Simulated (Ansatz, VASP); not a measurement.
# One calculation of BAs, two programs

Contents of POSCAR:

```
BAs
1.0
    0.0000000000      2.1974200000      2.4840400000
    2.1974200000      0.0000000000      2.4840400000
    2.1974200000      2.1974200000      0.0000000000
B As
1 1
Direct
    0.0000000000      0.0000000000      0.0000000000
    0.7500000000      0.7500000000      0.7500000000
```

INCAR.step1

```
  PREC = Accurate
  ENCUT = 520
  ISMEAR = 0
  SIGMA = 0.05
  LREAL = False
  LASPH = True
  NELM = 60
  NBANDS = 11
  GGA = PE
  ALGO = Normal
  EDIFF = 1E-4
  LWAVE = True
  LCHARG = False
```

INCAR.step2

```
  PREC = Accurate
  ENCUT = 520
  EDIFF = 1E-6
  ISMEAR = 0
  SIGMA = 0.05
  LREAL = False
  LASPH = True
  NELM = 60
  ALGO = Normal
  ISIF = 2
  LWAVE = False
  LCHARG = False
  METAGGA = R2SCAN
  LMIXTAU = True
  NBANDS = 11
  ISTART = 1
```

KPOINTS

```
Automatic mesh
0
Gamma
  10 10 10
```

Input for Ansatz:

```yaml
crystal:
  lattice:
    - [0.0, 2.19742, 2.48404]
    - [2.19742, 0.0, 2.48404]
    - [2.19742, 2.19742, 0.0]
  atoms:
    - { symbol: B, position: [0.0, 0.0, 0.0] }
    - { symbol: As, position: [0.75, 0.75, 0.75] }
basis:
  ecutwfc: 500
kpoints:
  mp_grid: { grid: [10, 10, 10] }
hamiltonian:
  xc: r2scan
scf:
  occupations: { method: gaussian, width: 0.05 }
output:
  forces: true
  stress: true
  eigenvalues: true
```

Change from the starting cell: strain -0.080 along x and y, +0.040 along z, atoms carried along.

Alike in both runs: task single point; functional r2SCAN; k mesh 10 × 10 × 10; occupations gaussian, width 0.05 eV; no spin polarisation.

|  | VASP | Ansatz |
| --- | --- | --- |
| version | VASP 6.6.1 | Ansatz 0.2.0 |
| potentials or method | VASP PAW PBE potentials, release 64 (B, As), cutoff 520 eV | scalar-relativistic, plane waves, PAW |
| valence electrons in the cell | 8 | 18 |

Ansatz gave:

| Property | Result |
| --- | --- |
| gap on the k mesh at the Fermi level (eV) | 0.18 |
| least direct gap on the mesh (eV) | 2.91 |
| pressure (GPa) | 24.0 |
| traceless stress, the component that is largest in VASP (GPa) | -24.44 |

Task: What did VASP give for the same quantities?

Result: gap on the k mesh at the Fermi level (eV): 0.17; least direct gap on the mesh (eV): 2.91; pressure (GPa): 24.6; traceless stress, the component that is largest in VASP (GPa): -24.35.

VASP's potentials were made for PBE, not for r2SCAN. VASP's potentials hold 8 valence electrons a cell and Ansatz's 18, so a difference there can come from the potentials and not from the codes.
